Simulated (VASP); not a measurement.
Runs of VASP 6.6.1 on B2SbN. The structure is that of space group P-6m2 (No. 187), or close to it. The cells are those of the table. 

```csv
task,cell,cutoff (eV),smearing,gap on the mesh (eV),pressure (GPa),relaxed volume (Å³/atom)
relaxation of cell and atoms,"relaxed from a = 3.298, b = 3.298, c = 6.972 Å, angles 90.0, 90.0, 120.0°, 4 atoms",600,fermi-dirac 0.15 eV,none,0.0,(a)
single point,"a = 3.301, b = 3.301, c = 6.964 Å, angles 90.0, 90.0, 120.0°, 4 atoms",520,fermi-dirac 0.15 eV,none,1.4,-
single point,"a = 3.298, b = 3.298, c = 6.972 Å, angles 90.0, 90.0, 120.0°, 4 atoms",520,gaussian 0.1 eV,none,1.4,-
relaxation of cell and atoms,"relaxed from a = 3.296, b = 3.296, c = 6.981 Å, angles 90.0, 90.0, 120.0°, 4 atoms",600,gaussian 0.1 eV,none,0.0,16.37
```

Alike in all rows: level LDA; potentials or basis VASP PAW LDA potentials, release 64 (B, Sb, N); no spin polarisation; k mesh 15 × 15 × 6.

Q: Fill in the values left out.

A: (a) 16.17.

Caveats: semilocal functionals underestimate gaps, so a narrow gap can read as zero; spin-orbit coupling is left out, which moves the levels of the heavy elements.

A k mesh can miss the band edges, and the runs leave out spin-orbit coupling on Sb.

A gap of «none» marks levels without a gap at the run's occupations.
